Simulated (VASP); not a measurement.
# InSb in VASP: single point with PBE

Aim: the single point of InSb with PBE.

Everything below comes from runs of VASP 6.6.1. Logs are shortened: lines on timing, memory, paths and dates and some standing lists are left out, and cuts for length are marked.

### 1 The cell of the first run

The typed cell holds 2 atoms: a = 2.958 Å, b = 5.503 Å, c = 3.089 Å, α = 90.00°, β = 90.00°, γ = 90.00°.

### 2 Single point, PBE, non-collinear spin, zero start, spin-orbit coupling

Input file INCAR:

```
SYSTEM = InSb
ALGO     = Normal         ! electronic algorithm
EDIFF    = 1E-6           ! SCF threshold, eV
ENCUT    = 520            ! plane-wave cutoff, eV
GGA      = PE             ! functional
GGA_COMPAT= .FALSE.      
ISIF     = 2              ! what is computed and relaxed
ISMEAR   = 0              ! smearing method
LASPH    = .TRUE.         ! aspherical terms in the spheres
LCHARG   = .TRUE.         ! write CHGCAR
LORBIT   = 11             ! projections on sites
LORBMOM  = .TRUE.       
LREAL    = .FALSE.        ! projectors in reciprocal space
LSORBIT  = .TRUE.         ! spin-orbit coupling
LUSENCCL = .FALSE.      
LVHAR    = .TRUE.       
LWAVE    = .FALSE.        ! write WAVECAR
MAGMOM   = 0 0 0 0 0 0    ! initial moments
NBANDS   = 30             ! bands
NELM     = 150            ! most SCF steps
PREC     = Accurate       ! precision mode
SIGMA    = 0.05           ! smearing width, eV
```

Input file KPOINTS:

```
k-points
0
G
  8 6 8
  0 0 0
```

Input file POSCAR:

```
InSb
1.0
    2.9575249612      0.0000000000      0.0000000000
    0.0000000000      5.5027366311      0.0000000000
    0.0000000000      0.0000000000      3.0894502983
In Sb
1 1
Direct
    0.0000000000      0.0000000000      0.1250514137
    0.0000000000      0.5000000000      0.6249485863
```

Potentials or basis: VASP PAW PBE potentials, release 64 (In_d, Sb).

Command:

```bash
cat potpaw_PBE.64/In_d/POTCAR potpaw_PBE.64/Sb/POTCAR > POTCAR
mpirun -np 1 vasp_ncl > vasp.out
```

OUTCAR:

```text
SYSTEM = InSb
   EDIFF = 1E-6
   ENCUT = 520
   GGA = PE
   ISIF = 2
   ISMEAR = 0
   LASPH = .TRUE.
   LORBIT = 11
   LREAL = .FALSE.
   LSORBIT = .TRUE.
   NELM = 150
   PREC = Accurate

 ion  position               nearest neighbor table
   1  0.000  0.000  0.125-   2 3.16   2 3.16   2 3.16   2 3.16
   2  0.000  0.500  0.625-   1 3.16   1 3.16   1 3.16   1 3.16

  LATTYP: Found a simple orthorhombic cell.
 ALAT       =     2.9575249612
 B/A-ratio  =     1.0446066690
 C/A-ratio  =     1.8605883985

  Lattice vectors:

 A1 = (  -2.9575249612,   0.0000000000,   0.0000000000)
 A2 = (   0.0000000000,   0.0000000000,   3.0894502983)
 A3 = (   0.0000000000,   5.5027366311,   0.0000000000)

Analysis of symmetry for initial positions (statically):
=====================================================================
 Subroutine PRICEL returns:
 Original cell was already a primitive cell.

 Routine SETGRP: Setting up the symmetry group for a
 simple orthorhombic supercell.

 Subroutine GETGRP returns: Found  4 space group operations
 (whereof  4 operations were pure point group operations)
 out of a pool of  8 trial point group operations.

The static configuration has the point symmetry C_2v.

Analysis of symmetry for dynamics (positions and initial velocities):
=====================================================================
 Subroutine PRICEL returns:
 Original cell was already a primitive cell.

 Routine SETGRP: Setting up the symmetry group for a
 simple orthorhombic supercell.

 Subroutine GETGRP returns: Found  4 space group operations
 (whereof  4 operations were pure point group operations)
 out of a pool of  8 trial point group operations.

The dynamic configuration has the point symmetry C_2v.

Analysis of structural, dynamic, and magnetic symmetry:
=====================================================================
 Subroutine PRICEL returns:
 Original cell was already a primitive cell.

 Routine SETGRP: Setting up the symmetry group for a
 simple orthorhombic supercell.

 Subroutine GETGRP returns: Found  4 space group operations
 (whereof  4 operations were pure point group operations)
 out of a pool of  8 trial point group operations.

The overall configuration has the point symmetry C_2v.

 Subroutine INISYM returns: Found  4 space group operations
 (whereof  4 operations are pure point group operations),
 and found     1 'primitive' translations

----------------------------------------------------------------------------------------

                                     Primitive cell

  volume of cell :      50.2792

  direct lattice vectors                    reciprocal lattice vectors
     2.957524961  0.000000000  0.000000000     0.338120561  0.000000000  0.000000000
     0.000000000  5.502736631  0.000000000     0.000000000  0.181727760  0.000000000
     0.000000000  0.000000000  3.089450298     0.000000000  0.000000000  0.323682178

  length of vectors
     2.957524961  5.502736631  3.089450298     0.338120561  0.181727760  0.323682178

  position of ions in fractional coordinates (direct lattice)
     0.000000000  0.000000000  0.125051414
     0.000000000  0.500000000  0.624948586

  ion indices of the primitive-cell ions
   primitive index   ion index
                 1           1
                 2           2

----------------------------------------------------------------------------------------

 KPOINTS: k-points

Automatic generation of k-mesh.
 Grid dimensions read from file:
 generate k-points for:    8    6    8

 Generating k-lattice:

  Cartesian coordinates                     Fractional coordinates (reciprocal lattice)
     0.042265070  0.000000000  0.000000000     0.125000000  0.000000000  0.000000000
     0.000000000  0.030287960  0.000000000     0.000000000  0.166666667  0.000000000
     0.000000000  0.000000000  0.040460272     0.000000000  0.000000000  0.125000000

  Length of vectors
     0.042265070  0.030287960  0.040460272

  Shift w.r.t. Gamma in fractional coordinates (k-lattice)
     0.000000000  0.000000000  0.000000000

 Subroutine IBZKPT returns following result:
 ===========================================

 Found    160 irreducible k-points:

[... 56 lines left out ...]
   NELECT =      18.0000    total number of electrons
   NUPDOWN=      -1.0000    fix difference up-down
   EMIN   =  10.00;   EMAX   =-10.00  energy-range for DOS
   EFERMI =   0.00;   METHOD = LEGACY
   ISMEAR =     0;   SIGMA  =   0.05  broadening in eV -4-tet -1-fermi 0-gaus
   EFERMI_NEDOS =   21; number of points for ismear=-14 and -15
   IALGO  =     38    algorithm
   IMIX   =      4    mixing-type and parameters
     AMIX     =   0.40;   BMIX     =  1.00
     AMIX_MAG =   1.60;   BMIX_MAG =  1.00
  volume/ion in A,a.u.               =      25.14       169.65
  Fermi-wavevector in a.u.,A,eV,Ry     =   1.162437  2.196688 18.385016  1.351261
  Thomas-Fermi vector in A             =   2.298998
   LORBIT       =     11    0 simple, 1 ext, 2 COOP (PROOUT), +10 PAW based schemes
   GGA     = PE    functional components
   LHFCALC =     F    Hartree Fock is set to
   AEXX    =    0.0000 exact exchange contribution
   IVDW    =     0    specifies the selected vdW correction
   LEPSILON=     F    determine dielectric tensor
   LRPA    =     F    only Hartree local field effects (RPA)
 Gauss-broadening in eV      SIGMA  =   0.05
  energy-cutoff  :      520.00
  volume of cell :       50.28
 maximum number of plane-waves:      2776
 NGX is ok and might be reduce to    24
   NGX = 11   NGY = 21   NGZ = 11

 number of electron      18.0000001 magnetization      -0.0000000     -0.0000000      0.0000000

 number of electron      18.0000001 magnetization       0.0000000      0.0000000      0.0000000

 number of electron      18.0000001 magnetization      -0.0000000      0.0000000      0.0000000

 Free energy of the ion-electron system (eV)
  ---------------------------------------------------
  ext. energy  EPLUGINS =         0.00000000
  ---------------------------------------------------
  free energy    TOTEN  =        -6.56000632 eV

  energy without entropy =       -6.55851121  energy(sigma->0) =       -6.55925877

 E-fermi :   8.6074     XC(G=0): -10.4250

 val. band max:        8.6020997167   @ k =   0.0000   0.5000   0.2500
 cond. band min:       8.6226030690   @ k =   0.3750   0.0000   0.2500
 fundamental gap:      0.0205033523
 Fermi energy:         8.6074195990

 k-point     1 :       0.0000    0.0000    0.0000
  band No.  band energies     occupation
      1      -6.6372      1.00000
      2      -6.6372      1.00000
      3      -6.5212      1.00000
      4      -6.5212      1.00000
      5      -5.6864      1.00000
      6      -5.6864      1.00000
[... 781 lines left out ...]
     29      18.5554      0.00000
     30      18.5579      0.00000

 [... further k-points ...]

------------------------ aborting loop because EDIFF is reached ----------------------------------------

  FORCE on cell =-STRESS in cart. coord.  units (eV):
  Direction    XX          YY          ZZ          XY          YZ          ZX
  --------------------------------------------------------------------------------------
  -------------------------------------------------------------------------------------
  Total        2.6319300      2.1996497      2.2831060      0.0000000      0.0000000      0.0000000
  in kB       83.8680516     70.0931761     72.7525623      0.0000000      0.0000000      0.0000000
  external PRESSURE =      75.5712633 kB  Pullay stress =       0.0000000 kB

 VOLUME and BASIS-vectors are now :
 -----------------------------------------------------------------------------
  energy-cutoff  :      520.00
  volume of cell :       50.28
      direct lattice vectors                 reciprocal lattice vectors
     2.957524961  0.000000000  0.000000000     0.338120561  0.000000000  0.000000000
     0.000000000  5.502736631  0.000000000     0.000000000  0.181727760  0.000000000
     0.000000000  0.000000000  3.089450298     0.000000000  0.000000000  0.323682178

 POSITION                                       TOTAL-FORCE (eV/Angst)
 -----------------------------------------------------------------------------------
      0.00000      0.00000      0.38634         0.000000      0.000000     -0.000161
      0.00000      2.75137      1.93075         0.000000      0.000000      0.000161
 -----------------------------------------------------------------------------------
    total drift:                                0.000000     -0.000000     -0.000002

  FREE ENERGIE OF THE ION-ELECTRON SYSTEM (eV)
  ---------------------------------------------------
  free  energy   TOTEN  =        -6.5600063214 eV

  energy  without entropy=       -6.5585112136  energy(sigma->0) =       -6.55925877

 orbital moment (x)

 # of ion     p       d       tot
 ----------------------------------------
  1         0.000   0.000   0.000
  2         0.000   0.000   0.000
 ----------------------------------------
            0.000   0.000   0.000

 orbital moment (y)

 # of ion     p       d       tot
 ----------------------------------------
  1         0.000   0.000   0.000
  2         0.000   0.000   0.000
 ----------------------------------------
            0.000   0.000   0.000

 orbital moment (z)

 # of ion     p       d       tot
 ----------------------------------------
  1         0.000  -0.000  -0.000
  2         0.000   0.000   0.000
 ----------------------------------------
            0.000  -0.000  -0.000

 Spin-Orbit-Coupling matrix elements

 Ion:    1  E_soc:     -0.0743522
 l=   1
     0.0000000    -0.0055714    -0.0065026
    -0.0055714     0.0000000    -0.0058980
    -0.0065026    -0.0058980     0.0000000
 l=   2
     0.0000000    -0.0012622     0.0000000    -0.0013107    -0.0050743
    -0.0012622     0.0000000    -0.0038178    -0.0012791    -0.0013159
     0.0000000    -0.0038178     0.0000000    -0.0038579     0.0000000
    -0.0013107    -0.0012791    -0.0038579     0.0000000    -0.0012861
    -0.0050743    -0.0013159     0.0000000    -0.0012861     0.0000000
 l=   3
     0.0000000     0.0000000     0.0000000     0.0000000     0.0000000     0.0000000     0.0000000
     0.0000000     0.0000000     0.0000000     0.0000000     0.0000000     0.0000000     0.0000000
     0.0000000     0.0000000     0.0000000     0.0000000     0.0000000     0.0000000     0.0000000
     0.0000000     0.0000000     0.0000000     0.0000000     0.0000000     0.0000000     0.0000000
     0.0000000     0.0000000     0.0000000     0.0000000     0.0000000     0.0000000     0.0000000
     0.0000000     0.0000000     0.0000000     0.0000000     0.0000000     0.0000000     0.0000000
     0.0000000     0.0000000     0.0000000     0.0000000     0.0000000     0.0000000     0.0000000

 Ion:    2  E_soc:     -0.1375744
 l=   1
     0.0000000    -0.0229716    -0.0233481
    -0.0229716     0.0000000    -0.0220221
    -0.0233481    -0.0220221     0.0000000
 l=   2
     0.0000000    -0.0000233     0.0000000    -0.0000112    -0.0001207
    -0.0000233     0.0000000    -0.0001233    -0.0000038    -0.0000163
     0.0000000    -0.0001233     0.0000000    -0.0001038     0.0000000
    -0.0000112    -0.0000038    -0.0001038     0.0000000    -0.0000429
    -0.0001207    -0.0000163     0.0000000    -0.0000429     0.0000000
 l=   3
     0.0000000     0.0000000     0.0000000     0.0000000     0.0000000     0.0000000     0.0000000
     0.0000000     0.0000000     0.0000000     0.0000000     0.0000000     0.0000000     0.0000000
     0.0000000     0.0000000     0.0000000     0.0000000     0.0000000     0.0000000     0.0000000
     0.0000000     0.0000000     0.0000000     0.0000000     0.0000000     0.0000000     0.0000000
     0.0000000     0.0000000     0.0000000     0.0000000     0.0000000     0.0000000     0.0000000
     0.0000000     0.0000000     0.0000000     0.0000000     0.0000000     0.0000000     0.0000000
     0.0000000     0.0000000     0.0000000     0.0000000     0.0000000     0.0000000     0.0000000

 total charge

# of ion       s       p       d       tot
------------------------------------------
    1        0.963   0.602   9.858  11.423
    2        1.215   1.161   0.046   2.423
--------------------------------------------------
tot          2.178   1.763   9.905  13.846

 magnetization (x)

# of ion       s       p       d       tot
------------------------------------------
    1        0.000   0.000   0.000   0.000
    2        0.000   0.000   0.000   0.000
--------------------------------------------------
tot          0.000   0.000   0.000   0.000

 magnetization (y)

# of ion       s       p       d       tot
------------------------------------------
    1        0.000   0.000   0.000   0.000
    2        0.000   0.000   0.000   0.000
--------------------------------------------------
tot          0.000   0.000   0.000   0.000

 magnetization (z)

# of ion       s       p       d       tot
------------------------------------------
    1        0.000   0.000   0.000   0.000
    2        0.000   0.000   0.000   0.000
--------------------------------------------------
tot          0.000   0.000   0.000   0.000
```

Run time: 6.1 min. Hardware: 1 × NVIDIA H100 80GB with 1 thread of Intel Xeon Platinum 8481C at 2.70GHz (Sapphire Rapids), shared host; peak memory 1.5 GiB.

What came out:

```
Free energy                                           : -6.5600 eV
Pressure                                              : 7.6 GPa
Net moment                                            : 0.00 μB per cell
Valence electrons inside the program's atomic spheres : In 11.42; Sb 2.42
```

Stress tensor (GPa, compression positive):
```
8.39 0.00 0.00
0.00 7.01 0.00
0.00 0.00 7.28
```

Moments on the atoms (μB; x, y, z):
```
In  0.00 0.00 0.00
Sb  0.00 0.00 0.00
```
